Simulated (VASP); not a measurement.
# PbS (Cmcm) in VASP: vibrations by perturbation theory with LDA

Aim: the vibrations by perturbation theory of PbS with LDA.

All numbers are computed with VASP 6.6.1; they aren't measurements. Logs are shortened: lines on timing, memory, paths and dates and some standing lists are left out, and cuts for length are marked.

### Step 1. The cell of the first run

It takes space group Cmcm (No. 63, orthorhombic). Conventional cell: a = 4.160 Å, b = 11.983 Å, c = 4.279 Å, α = 90.00°, β = 90.00°, γ = 90.00°. Within 3.5 Å of Pb (site symmetry m2m) lie 5 S at 2.69 to 2.99 Å. Within 3.5 Å of S (site symmetry m2m) lie 5 Pb at 2.69 to 2.99 Å.

### Step 2. Vibrations by perturbation theory, LDA

Input file INCAR:

```
SYSTEM = PbS
PREC     = Accurate       ! precision mode
ENCUT    = 520            ! plane-wave cutoff, eV
EDIFF    = 1E-8           ! SCF threshold, eV
ISMEAR   = 0              ! smearing method
SIGMA    = 0.01           ! smearing width, eV
LREAL    = .False.        ! projectors in reciprocal space
LASPH    = .True.         ! aspherical terms in the spheres
NELM     = 80             ! most SCF steps
ALGO     = Normal         ! electronic algorithm
ISIF     = 2              ! what is computed and relaxed
LWAVE    = .False.        ! write WAVECAR
LCHARG   = .True.         ! write CHGCAR
IBRION   = 8              ! ionic algorithm
NSW      = 1              ! ionic steps
```

Input file KPOINTS:

```
regular mesh
0
Gamma
  4 4 4
  0 0 0
```

Input file POSCAR:

```
PbS
1.0
    2.0799526900     -5.9912968600      0.0000000000
    2.0799526900      5.9912968600      0.0000000000
    0.0000000000      0.0000000000      4.2793209400
Pb S
2 2
Direct
    0.8694366500      0.1305633500      0.7500000000
    0.1305633500      0.8694366500      0.2500000000
    0.6452029100      0.3547970900      0.7500000000
    0.3547970900      0.6452029100      0.2500000000
```

Potentials or basis: VASP PAW LDA potentials, release 64 (Pb_d, S).

On the command line:

```console
> cat potpaw_LDA.64/Pb_d/POTCAR potpaw_LDA.64/S/POTCAR > POTCAR
> mpirun -np 1 vasp_std > vasp.out
```

OUTCAR:

```text
SYSTEM = PbS
   PREC = Accurate
   ENCUT = 520
   EDIFF = 1E-8
   ISMEAR = 0
   LREAL = .False.
   LASPH = .True.
   NELM = 80
   ISIF = 2
   IBRION = 8
   NSW = 1

 ion  position               nearest neighbor table
   1  0.869  0.131  0.750-   3 2.69   4 2.99   4 2.99   4 2.99   4 2.99   2 3.79   2 3.79   2 4.13
                             2 4.13   2 4.13   2 4.13
   2  0.131  0.869  0.250-   4 2.69   3 2.99   3 2.99   3 2.99   3 2.99   1 3.79   1 3.79   1 4.13
                             1 4.13   1 4.13   1 4.13
   3  0.645  0.355  0.750-   1 2.69   2 2.99   2 2.99   2 2.99   2 2.99
   4  0.355  0.645  0.250-   2 2.69   1 2.99   1 2.99   1 2.99   1 2.99

  LATTYP: Found a base centered orthorhombic cell.
 ALAT       =     4.1599053800
 B/A-ratio  =     2.8804967001
 C/A-ratio  =     1.0287063164

  Lattice vectors:

 A1 = (   2.0799526900,  -5.9912968600,   0.0000000000)
 A2 = (   2.0799526900,   5.9912968600,   0.0000000000)
 A3 = (   0.0000000000,   0.0000000000,   4.2793209400)

Analysis of symmetry for initial positions (statically):
=====================================================================
 Subroutine PRICEL returns:
 Original cell was already a primitive cell.

 Routine SETGRP: Setting up the symmetry group for a
 base centered orthorhombic supercell.

 Subroutine GETGRP returns: Found  8 space group operations
 (whereof  4 operations were pure point group operations)
 out of a pool of  8 trial point group operations.

The static configuration has the point symmetry C_2h.
 The point group associated with its full space group is D_2h.

Analysis of symmetry for dynamics (positions and initial velocities):
[... 769 lines left out ...]

[... ionic steps 2 to 9 ...]

--------------------------------------- Ionic step       10  -------------------------------------------

------------------------ aborting loop because EDIFF is reached ----------------------------------------

--------------------------------------- Ionic step       11  -------------------------------------------

------------------------ aborting loop because EDIFF is reached ----------------------------------------

--------------------------------------- Ionic step       12  -------------------------------------------

 Free energy of the ion-electron system (eV)
  ---------------------------------------------------
  ---------------------------------------------------
  free energy    TOTEN  =        -0.10918962 eV

  energy without entropy =       -0.10918962

------------------------ aborting loop because EDIFF is reached ----------------------------------------

 INTERNAL STRAIN TENSOR  FOR ION    3  DIRECTION 3   (eV/Angst):
 -----------------------------------------------------------------------------
    -0.00791  0.00000  0.00000
     0.00000  0.01095 -2.54433
     0.00000 -2.62386  0.00723

 INTERNAL STRAIN TENSOR FOR ION    4 for displacements in x,y,z  (eV/Angst):
          X           Y           Z          XY          YZ          ZX
  --------------------------------------------------------------------------------
  x     0.00000     0.00000     0.00000     2.39685     0.00000     0.00000
  y     0.92536    10.44026    -0.11126     0.00000     0.00000     0.00000
  z     0.00000     0.00000     0.00000     0.00000     2.62386     0.00000

 SECOND DERIVATIVES (NOT SYMMETRIZED)
 ------------------------------------
               1X          1Y          1Z          2X          2Y          2Z          3X          3Y          3Z          4X          4Y          4Z
  1X    -0.149652    0.000000    0.000000    0.224431    0.000000    0.000000   -0.062880    0.000000    0.000000   -0.011898    0.000000    0.000000
  1Y     0.000000   -4.924367    0.000000    0.000000    0.744153    0.000000    0.000000    3.499013    0.000000    0.000000    0.681200    0.000000
  1Z     0.000000    0.000000   -0.329566    0.000000   -0.000000    0.607650    0.000000    0.000000   -0.178921    0.000000   -0.000000   -0.099164
  2X     0.224431    0.000000    0.000000   -0.149652    0.000000    0.000000   -0.011898    0.000000    0.000000   -0.062880    0.000000    0.000000
  2Y     0.000000    0.744153    0.000000    0.000000   -4.924367    0.000000    0.000000    0.681200    0.000000    0.000000    3.499013    0.000000
  2Z     0.000000   -0.000000    0.607650    0.000000    0.000000   -0.329566    0.000000   -0.000000   -0.099164    0.000000    0.000000   -0.178921
  3X    -0.057203    0.000000    0.000000   -0.007298    0.000000    0.000000   -1.121776    0.000000    0.000000    1.186278    0.000000    0.000000
  3Y     0.000000    3.493694    0.000000    0.000000    0.680130    0.000000    0.000000   -4.341020    0.000000    0.000000    0.167197    0.000000
  3Z     0.000000   -0.000000   -0.187096    0.000000    0.000000   -0.113485    0.000000    0.000000   -1.015611    0.000000   -0.000000    1.316192
  4X    -0.007298    0.000000    0.000000   -0.057203    0.000000    0.000000    1.186278    0.000000    0.000000   -1.121776    0.000000    0.000000
  4Y     0.000000    0.680130    0.000000    0.000000    3.493694    0.000000    0.000000    0.167197    0.000000    0.000000   -4.341020    0.000000
  4Z     0.000000    0.000000   -0.113485    0.000000   -0.000000   -0.187096    0.000000   -0.000000    1.316192    0.000000    0.000000   -1.015611

 Eigenvectors and eigenvalues of the dynamical matrix
 ----------------------------------------------------

   1 f  =    6.061576 THz    38.086006 2PiTHz  202.192416 cm-1    25.068653 meV
             X         Y         Z           dx          dy          dz
      2.079953 -4.426809  3.209491    -0.000000   -0.259033    0.000000
      2.079953  4.426809  1.069830    -0.000000   -0.259033   -0.000000
      2.079953 -1.739907  3.209491    -0.000000    0.657953   -0.000000
      2.079953  1.739907  1.069830    -0.000000    0.657953    0.000000
[... 71 lines left out ...]
  12 f/i=    1.618458 THz    10.169072 2PiTHz   53.985948 cm-1     6.693402 meV
             X         Y         Z           dx          dy          dz
      2.079953 -4.426809  3.209491     0.000000   -0.000000    0.250368
      2.079953  4.426809  1.069830     0.000000   -0.000000    0.250368
      2.079953 -1.739907  3.209491    -0.000000   -0.000000   -0.661299
      2.079953  1.739907  1.069830    -0.000000   -0.000000   -0.661299

--------------------------------------------------------------------------------------------------------

 ELASTIC MODULI CONTR FROM IONIC RELAXATION (kBar)
 Direction    XX          YY          ZZ          XY          YZ          ZX
 --------------------------------------------------------------------------------
 XX         -67.6254   -169.3827    -64.5485     -0.0000      0.0000      0.0000
 YY        -169.3827   -904.4570   -102.8800     -0.0000      0.0000      0.0000
 ZZ         -64.5485   -102.8800    -68.8107      0.0000      0.0000      0.0000
 XY          -0.0000     -0.0000      0.0000   -226.0632     -0.0000      0.0000
 YZ           0.0000      0.0000      0.0000     -0.0000    -94.4143      0.0000
 ZX           0.0000      0.0000      0.0000      0.0000      0.0000      0.0000
 --------------------------------------------------------------------------------
```

OSZICAR:

```text
N       E                     dE             d eps       ncg     rms          rms(c)
DAV:   1     0.411986250066E+03    0.41199E+03   -0.19386E+04  1008   0.179E+03
DAV:   2     0.260059746848E+02   -0.38598E+03   -0.38082E+03  1040   0.447E+02
DAV:   3    -0.190825886002E+02   -0.45089E+02   -0.44312E+02  1344   0.166E+02
DAV:   4    -0.206796457594E+02   -0.15971E+01   -0.15955E+01  1192   0.362E+01
[... 122 lines left out ...]
RMM:   9    -0.109189649639E+00    0.11928E-05    0.24576E-07  2115   0.786E-04    0.820E-05
RMM:  10    -0.109189285664E+00    0.36397E-06    0.96075E-08  2132   0.323E-04    0.426E-05
RMM:  11    -0.109189626849E+00   -0.34118E-06   -0.15371E-07  2091   0.141E-04    0.207E-05
RMM:  12    -0.109189625053E+00    0.17955E-08    0.11609E-07  2158   0.666E-05    0.430E-06
RMM:  13    -0.109189615057E+00    0.99965E-08    0.23490E-08  1933   0.452E-05    0.207E-06
 Linear response finished
```

Run time: 6 min. Hardware: 1 thread of AMD EPYC 9R45 (Zen 5), shared host; peak memory 0.4 GiB.

What came out:

```
Highest phonon frequency at Γ, LO-TO splitting left out : 202 cm⁻¹
Most unstable mode                                      : 54i cm⁻¹
```

Phonon frequencies in cm⁻¹ (negative: imaginary):
| q point | frequencies |
| --- | --- |
| (0.000, 0.000, 0.000) | -54 -25 0 1 1 22 35 69 140 141 202 202 |

Caveat: the k points lie up to 0.40 Å⁻¹ apart; the cell stands under pressure or tension, which shifts response properties; some modes are imaginary; spin-orbit coupling is left out, which moves the levels of the heavy elements.
